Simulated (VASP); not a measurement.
SnSe2, 3 atoms in the cell. The structure is trigonal, space group P-3m1 (No. 164). The conventional cell has a = 3.733 Å, b = 3.733 Å, c = 6.011 Å, α = 90.00°, β = 90.00°, γ = 120.00°. Within 3.5 Å of Sn (site symmetry -3m) lie 6 Se at 2.62 Å. Se (site symmetry 3m) has 3 Sn at 2.62 Å within 3.5 Å. 

| Quantity | Value |
| --- | --- |
| Program | VASP 6.6.1 |
| Task | single point |
| Functional | PBEsol |
| Dispersion | D4 |
| Potentials or basis | VASP PAW PBE potentials, release 64 (Sn_d, Se) |
| Cutoff | 520 eV |
| k mesh | 8 × 8 × 5 |
| Occupations | tetrahedron |
| Spin | collinear spin |
| Starting moments | [1.0, 0.0, 0.0] μB |
| Fixed moment | 1 μB |
| Dipole correction | no |
| Further INCAR settings | ALGO = Normal; EDIFF = 1e-07; NBANDS = 24 |

Potentials or basis: VASP PAW PBE potentials, release 64 (Sn_d, Se).

Launch:

```sh
$ cat potpaw_PBE.64/Sn_d/POTCAR potpaw_PBE.64/Se/POTCAR > POTCAR
$ mpirun -np 1 vasp_std > vasp.out
```

Hardware: 1 thread of Intel(R) Xeon(R) 6975P-C (Granite Rapids), with other jobs on the host.

Question: How long does it take, and how much memory?

Answer: Wall time 120 s on 1 thread of Intel(R) Xeon(R) 6975P-C (Granite Rapids), with other jobs on the host, peak memory 0.27 GiB. Counts: scf iterations 18, k points 40.
